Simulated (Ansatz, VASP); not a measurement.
# One calculation of Si, two programs

The input POSCAR:

```
Si
1.0
    3.9845701589      0.0000000000      0.0000000000
   -1.9922850795      3.4507389808      0.0000000000
    0.0000000000      0.0000000000      6.8392317602
Si
4
Direct
    0.3333333333      0.6666666667      0.0630095000
    0.6666666667      0.3333333333      0.5630095000
    0.3333333333      0.6666666667      0.4369905000
    0.6666666667      0.3333333333      0.9369905000
```

INCAR.step1

```
PREC     = Accurate       # precision mode
ENCUT    = 520            # plane-wave cutoff, eV
ISMEAR   = 0              # smearing method
SIGMA    = 0.05           # smearing width, eV
LREAL    = F              # projectors in reciprocal space
LASPH    = T              # aspherical terms in the spheres
NELM     = 80             # most SCF steps
NBANDS   = 16             # bands
GGA      = PE             # functional
ALGO     = Normal         # electronic algorithm
EDIFF    = 1E-4           # SCF threshold, eV
LWAVE    = T              # write WAVECAR
LCHARG   = F              # write CHGCAR
```

File INCAR.step2:

```
PREC     = Accurate       # precision mode
ENCUT    = 520            # plane-wave cutoff, eV
EDIFF    = 1E-7           # SCF threshold, eV
ISMEAR   = 0              # smearing method
SIGMA    = 0.05           # smearing width, eV
LREAL    = F              # projectors in reciprocal space
LASPH    = T              # aspherical terms in the spheres
NELM     = 80             # most SCF steps
ALGO     = Normal         # electronic algorithm
ISIF     = 2              # what is computed and relaxed
LWAVE    = F              # write WAVECAR
LCHARG   = F              # write CHGCAR
METAGGA  = R2SCAN         # meta-GGA
LMIXTAU  = T            
NBANDS   = 16             # bands
ISTART   = 1
```

KPOINTS

```
regular mesh
0
Gamma
  12 12 6
```

Input for Ansatz:

```yaml
crystal:
  lattice:
    - [3.9845701589, 0.0, 0.0]
    - [-1.9922850795, 3.4507389808, 0.0]
    - [0.0, 0.0, 6.8392317602]
  atoms:
    - { symbol: Si, position: [0.3333333333, 0.6666666667, 0.0630095] }
    - { symbol: Si, position: [0.6666666667, 0.3333333333, 0.5630095] }
    - { symbol: Si, position: [0.3333333333, 0.6666666667, 0.4369905] }
    - { symbol: Si, position: [0.6666666667, 0.3333333333, 0.9369905] }
basis:
  ecutwfc: 500
kpoints:
  mp_grid: { grid: [12, 12, 6] }
hamiltonian:
  xc: r2scan
scf:
  occupations: { method: gaussian, width: 0.05 }
output:
  forces: true
  stress: true
  eigenvalues: true
```

Change from the starting cell: strain +0.040 along x and y, +0.080 along z, atoms carried along.

Alike in both runs: task single point; functional r2SCAN; k mesh 12 × 12 × 6; occupations gaussian, width 0.05 eV; no spin polarisation.

|  | VASP | Ansatz |
| --- | --- | --- |
| version | VASP 6.6.1 | Ansatz 0.2.0 |
| potentials or method | VASP PAW PBE potentials, release 64 (Si), cutoff 520 eV | scalar-relativistic, plane waves, PAW |
| valence electrons in the cell | 16 | 16 |

Ansatz gave:

| Quantity | Value |
| --- | --- |
| gap on the k mesh at the Fermi level (eV) | 0.84 |
| least direct gap on the mesh (eV) | 1.29 |
| pressure (GPa) | -10.5 |
| traceless stress, the component that is largest in VASP (GPa) | -3.55 |
| rms of the force components (eV/Å) | 0.034 |

Task: Which values does VASP return?

Result: gap on the k mesh at the Fermi level (eV): 0.84; least direct gap on the mesh (eV): 1.30; pressure (GPa): -10.7; traceless stress, the component that is largest in VASP (GPa): -3.56; rms of the force components (eV/Å): 0.031.

VASP's potentials were made for PBE, not for r2SCAN. Atom by atom the forces differ by 0.003 eV/Å (rms over components). With one functional, cell and mesh, what is left measures potentials, basis and numerics.
